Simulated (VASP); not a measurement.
# Zn (P6_3/mmc) in VASP: relaxation of shape and atoms at fixed volume with PBEsol

Aim: the relaxation of shape and atoms at fixed volume of Zn with PBEsol.

Everything below comes from runs of VASP 6.6.1. Logs are shortened: lines on timing, memory, paths and dates and some standing lists are left out, and cuts for length are marked.

**1. The cell of the first run**

It takes space group P6_3/mmc (No. 194, hexagonal). Conventional cell: a = 2.620 Å, b = 2.620 Å, c = 4.875 Å, α = 90.00°, β = 90.00°, γ = 120.00°. Within 3.5 Å of Zn (site symmetry -6m2) lie 12 Zn at 2.62 to 2.87 Å.

**2. Relaxation of shape and atoms at fixed volume, PBEsol (14.49 Å³/atom)**

INCAR

```
SYSTEM = Zn
PREC     = Accurate       ! precision mode
ENCUT    = 600            ! plane-wave cutoff, eV
EDIFF    = 1E-6           ! SCF threshold, eV
ISMEAR   = -1             ! smearing method
SIGMA    = 0.15           ! smearing width, eV
LREAL    = .FALSE.        ! projectors in reciprocal space
LASPH    = .TRUE.         ! aspherical terms in the spheres
NELM     = 100            ! most SCF steps
ALGO     = Normal         ! electronic algorithm
ISIF     = 4              ! what is computed and relaxed
LWAVE    = .FALSE.        ! write WAVECAR
LCHARG   = .FALSE.        ! write CHGCAR
GGA      = PS             ! functional
IBRION   = 2              ! ionic algorithm
NSW      = 80             ! ionic steps
EDIFFG   = -0.001         ! ionic threshold
```

KPOINTS

```
Automatic mesh
0
G
  18 18 8
  0 0 0
```

POSCAR

```
Zn
1.0
    2.6202251618      0.0000000000      0.0000000000
   -1.3101125809      2.2691815538      0.0000000000
    0.0000000000      0.0000000000      4.8753189643
Zn
2
Direct
    0.3333333333      0.6666666667      0.2500000000
    0.6666666667      0.3333333333      0.7500000000
```

Potentials or basis: VASP PAW PBE potentials, release 64 (Zn).

Started as:

```bash
$ cat potpaw_PBE.64/Zn/POTCAR > POTCAR
$ mpirun -np 1 vasp_std > vasp.out
```

OUTCAR:

```text
SYSTEM = Zn
   PREC = Accurate
   ENCUT = 600
   EDIFF = 1E-6
   ISMEAR = -1
   LREAL = .FALSE.
   LASPH = .TRUE.
   NELM = 100
   ISIF = 4
   GGA = PS
   IBRION = 2
   NSW = 80
   EDIFFG = -0.001

 ion  position               nearest neighbor table
   1  0.333  0.667  0.250-   2 2.87   2 2.87   2 2.87   2 2.87   2 2.87   2 2.87
   2  0.667  0.333  0.750-   1 2.87   1 2.87   1 2.87   1 2.87   1 2.87   1 2.87

  LATTYP: Found a hexagonal cell.
 ALAT       =     2.6202251618
 C/A-ratio  =     1.8606488615

  Lattice vectors:

 A1 = (   2.6202251618,   0.0000000000,   0.0000000000)
 A2 = (  -1.3101125809,   2.2691815538,   0.0000000000)
 A3 = (   0.0000000000,   0.0000000000,   4.8753189643)

Analysis of symmetry for initial positions (statically):
=====================================================================
 Subroutine PRICEL returns:
 Original cell was already a primitive cell.

 Routine SETGRP: Setting up the symmetry group for a
 hexagonal supercell.

 Subroutine GETGRP returns: Found 24 space group operations
 (whereof 12 operations were pure point group operations)
 out of a pool of 24 trial point group operations.

The static configuration has the point symmetry D_3d.
 The point group associated with its full space group is D_6h.

Analysis of symmetry for dynamics (positions and initial velocities):
=====================================================================
 Subroutine PRICEL returns:
 Original cell was already a primitive cell.

 Routine SETGRP: Setting up the symmetry group for a
 hexagonal supercell.

 Subroutine GETGRP returns: Found 24 space group operations
 (whereof 12 operations were pure point group operations)
 out of a pool of 24 trial point group operations.

The dynamic configuration has the point symmetry D_3d.
 The point group associated with its full space group is D_6h.

 Subroutine INISYM returns: Found 24 space group operations
 (whereof 12 operations are pure point group operations),
 and found     1 'primitive' translations

----------------------------------------------------------------------------------------

                                     Primitive cell

  volume of cell :      28.9875

  direct lattice vectors                    reciprocal lattice vectors
     2.620225162  0.000000000  0.000000000     0.381646591  0.220343762  0.000000000
    -1.310112581  2.269181554  0.000000000     0.000000000  0.440687524  0.000000000
     0.000000000  0.000000000  4.875318964     0.000000000  0.000000000  0.205114785

  length of vectors
     2.620225162  2.620225162  4.875318964     0.440687524  0.440687524  0.205114785

  position of ions in fractional coordinates (direct lattice)
     0.333333333  0.666666667  0.250000000
     0.666666667  0.333333333  0.750000000

  ion indices of the primitive-cell ions
   primitive index   ion index
                 1           1
                 2           2

----------------------------------------------------------------------------------------

 KPOINTS: Automatic mesh

Automatic generation of k-mesh.
 Grid dimensions read from file:
 generate k-points for:   18   18    8

 Generating k-lattice:

  Cartesian coordinates                     Fractional coordinates (reciprocal lattice)
     0.021202588  0.012241320  0.000000000     0.055555556  0.000000000  0.000000000
     0.000000000  0.024482640  0.000000000     0.000000000  0.055555556  0.000000000
     0.000000000  0.000000000  0.025639348     0.000000000  0.000000000  0.125000000

  Length of vectors
     0.024482640  0.024482640  0.025639348

  Shift w.r.t. Gamma in fractional coordinates (k-lattice)
     0.000000000  0.000000000  0.000000000

 Subroutine IBZKPT returns following result:
 ===========================================

 Found    185 irreducible k-points:

 Following reciprocal coordinates:
            Coordinates               Weight
  0.000000  0.000000  0.000000      1.000000
  0.055556 -0.000000  0.000000      6.000000
  0.111111 -0.000000  0.000000      6.000000
  0.166667  0.000000  0.000000      6.000000
  0.222222 -0.000000  0.000000      6.000000
  0.277778  0.000000  0.000000      6.000000
[... 16 lines left out ...]
  0.333333  0.111111  0.000000     12.000000
  0.388889  0.111111  0.000000     12.000000
 [... further k-points ...]
   k-points           NKPTS =    185   k-points in BZ     NKDIM =    185   number of bands    NBANDS=     16
   number of dos      NEDOS =    301   number of ions     NIONS =      2
   total plane-waves  NPLWV =  23040
   dimension x,y,z NGX =    24 NGY =   24 NGZ =   40
   dimension x,y,z NGXF=    48 NGYF=   48 NGZF=   80
   ions per type =               2
   NGX,Y,Z   is equivalent  to a cutoff of  15.23, 15.23, 13.64 a.u.
   NGXF,Y,Z  is equivalent  to a cutoff of  30.45, 30.45, 27.28 a.u.
 SYSTEM =  Zn
   PREC   = accura    normal or accurate (medium, high low for compatibility)
   ISTART =      0    job   : 0-new  1-cont  2-samecut
   ICHARG =      2    charge: 1-file 2-atom 10-const
   ISPIN  =      1    spin polarized calculation?
   LNONCOLLINEAR =      F non collinear calculations
   LSORBIT =      F    spin-orbit coupling
   LASPH  =      T    aspherical Exc in radial PAW
   ENCUT  =  600.0 eV  44.10 Ry    6.64 a.u.   5.23  5.23  9.74*2*pi/ulx,y,z
   NELM   =    100;   NELMIN=  2; NELMDL= -5     # of ELM steps
   EDIFF  = 0.1E-05   stopping-criterion for ELM
   LREAL  =      F    real-space projection
   EDIFFG = -.1E-02   stopping-criterion for IOM
   NSW    =     80    number of steps for IOM
   IBRION =      2    ionic relax: 0-MD 1-quasi-New 2-CG
   NFREE  =      1    steps in history (QN), initial steepest desc. (CG)
   ISIF   =      4    stress and relaxation
   ISYM   =      2    0-nonsym 1-usesym 2-fastsym
   POTIM  = 0.5000    time-step for ionic-motion
   TEBEG  =    0.0;   TEEND  =   0.0 temperature during run
   PSTRESS=    0.0 pullay stress
   NELECT =      24.0000    total number of electrons
   NUPDOWN=      -1.0000    fix difference up-down
   EMIN   =  10.00;   EMAX   =-10.00  energy-range for DOS
   EFERMI =   0.00;   METHOD = LEGACY
   ISMEAR =    -1;   SIGMA  =   0.15  broadening in eV -4-tet -1-fermi 0-gaus
   EFERMI_NEDOS =   21; number of points for ismear=-14 and -15
   IALGO  =     38    algorithm
   IMIX   =      4    mixing-type and parameters
     AMIX     =   0.40;   BMIX     =  1.00
     AMIX_MAG =   1.60;   BMIX_MAG =  1.00
  volume/ion in A,a.u.               =      14.49        97.81
  Fermi-wavevector in a.u.,A,eV,Ry     =   1.537240  2.904962 32.152011  2.363106
  Thomas-Fermi vector in A             =   2.643776
   LORBIT       =      0    0 simple, 1 ext, 2 COOP (PROOUT), +10 PAW based schemes
   GGA     = PS    functional components
   LHFCALC =     F    Hartree Fock is set to
   AEXX    =    0.0000 exact exchange contribution
   IVDW    =     0    specifies the selected vdW correction
   LEPSILON=     F    determine dielectric tensor
   LRPA    =     F    only Hartree local field effects (RPA)
 conjugate gradient relaxation of ions
 non-spin polarized calculation
  energy-cutoff  :      600.00
  volume of cell :       28.99
 maximum number of plane-waves:       984
 NGX is ok and might be reduce to    24
   NGX = 11   NGY = 11   NGZ = 19

--------------------------------------- Ionic step        1  -------------------------------------------

 number of electron      24.0000003 magnetization

 Free energy of the ion-electron system (eV)
  ---------------------------------------------------
  ext. energy  EPLUGINS =         0.00000000
  ---------------------------------------------------
  free energy    TOTEN  =        -3.18421032 eV

  energy without entropy =       -3.15347813  energy(sigma->0) =       -3.16884423

------------------------ aborting loop because EDIFF is reached ----------------------------------------

  FORCE on cell =-STRESS in cart. coord.  units (eV):
  Direction    XX          YY          ZZ          XY          YZ          ZX
  --------------------------------------------------------------------------------------
  -------------------------------------------------------------------------------------
  Total       -0.2658219     -0.2658219     -0.1893002      0.0000000      0.0000000     -0.0000000
  in kB      -14.6923221    -14.6923221    -10.4628704      0.0000000      0.0000000     -0.0000000
  external PRESSURE =     -13.2825049 kB  Pullay stress =       0.0000000 kB
[... 165 lines left out ...]
  energy  without entropy=       -3.1547074986  energy(sigma->0) =       -3.16957868

--------------------------------------- Ionic step        6  -------------------------------------------

 number of electron      24.0000011 magnetization

 Free energy of the ion-electron system (eV)
  ---------------------------------------------------
  ext. energy  EPLUGINS =         0.00000000
  ---------------------------------------------------
  free energy    TOTEN  =        -3.18445088 eV

  energy without entropy =       -3.15464694  energy(sigma->0) =       -3.16954891

 E-fermi :   3.3420     XC(G=0): -11.9534

 val. band max:        3.2523899325   @ k =   0.1667   0.1111   0.1250
 cond. band min:       3.4155790509   @ k =   0.3333   0.3333   0.0000
 fundamental gap:      0.1631891185
 Fermi energy:         3.3420377758

 k-point     1 :       0.0000    0.0000    0.0000
  band No.  band energies     occupation
      1      -7.5235      2.00000
      2      -5.5591      2.00000
      3      -4.7681      2.00000
      4      -4.5015      2.00000
      5      -4.5015      2.00000
      6      -4.4490      2.00000
[... 8 lines left out ...]
     15      20.7071      0.00000
     16      21.5770      0.00000
[... 420 lines left out ...]
  band No.  band energies     occupation
      1      -5.2023      2.00000
      2      -5.1055      2.00000
      3      -4.9978      2.00000
      4      -4.5094      2.00000
      5      -4.3553      2.00000
      6      -4.3451      2.00000
[... 8 lines left out ...]
     15       8.9583      0.00000
     16      10.2624      0.00000

 [... further k-points ...]
[... 5 lines left out ...]
  --------------------------------------------------------------------------------------
  -------------------------------------------------------------------------------------
  Total       -0.2115563     -0.2115563     -0.2111710      0.0000000     -0.0000000      0.0000000
  in kB      -11.6929935    -11.6929935    -11.6716977      0.0000000     -0.0000000      0.0000000
  external PRESSURE =     -11.6858949 kB  Pullay stress =       0.0000000 kB
[... 17 lines left out ...]
  FREE ENERGIE OF THE ION-ELECTRON SYSTEM (eV)
  ---------------------------------------------------
  free  energy   TOTEN  =        -3.1844508798 eV

  energy  without entropy=       -3.1546469383  energy(sigma->0) =       -3.16954891

 reached required accuracy - stopping structural energy minimisation
```

It took 5.4 min on 1 thread of Oxide Virtual Turin-like, shared host; peak memory 0.18 GiB.

Results:

```
Free energy               : -3.1845 eV
Energy gained by relaxing : 0.1 meV/atom
Ionic steps               : 6
Pressure after relaxing   : -1.2 GPa
Band gap on the k mesh    : zero (bands 12 and 13 overlap by 4.83 eV)
```

Step by step:
```tsv
step	energy change (eV)	largest force (eV/Å)	pressure (GPa)	volume (Å³)
1	0.0000	0.0000	-1.33	28.99
2	-0.0001	0.0000	-1.35	28.99
3	-0.0002	0.0000	-1.27	28.99
4	0.0000	0.0000	-0.88	28.99
5	-0.0002	0.0000	-1.13	28.99
6	-0.0002	0.0000	-1.17	28.99
```

Final structure:
```yaml
crystal:
  lattice:
    - [2.61209, 0.00000, 0.00000]
    - [-1.30604, 2.26214, 0.00000]
    - [0.00000, 0.00000, 4.90574]
  atoms:
    - { symbol: Zn, position: [0.33333, 0.66667, 0.25000] }
    - { symbol: Zn, position: [0.66667, 0.33333, 0.75000] }
```

Levels at points of the mesh, in eV from the Fermi level:
| k point | band 10 | band 11 | band 12 | band 13 | band 14 | band 15 |
| --- | --- | --- | --- | --- | --- | --- |
| (0.00, 0.00, 0.00) | -7.19 | -7.19 | -4.01 | -3.19 | 13.59 | 17.37 |
| (0.50, 0.00, 0.00) | -6.97 | -3.02 | -2.20 | 2.60 | 3.53 | 4.26 |
| (0.00, 0.00, 0.50) | -7.28 | -7.28 | -7.28 | 4.45 | 4.45 | 19.56 |
| (0.50, 0.00, 0.50) | -6.98 | -2.07 | -2.07 | 0.21 | 0.21 | 10.23 |

Caveat: the PAW data sets were made with another functional, which shifts forces and pressure a little.

The gap in the log of VASP goes by the Fermi energy; the results here count the filled bands.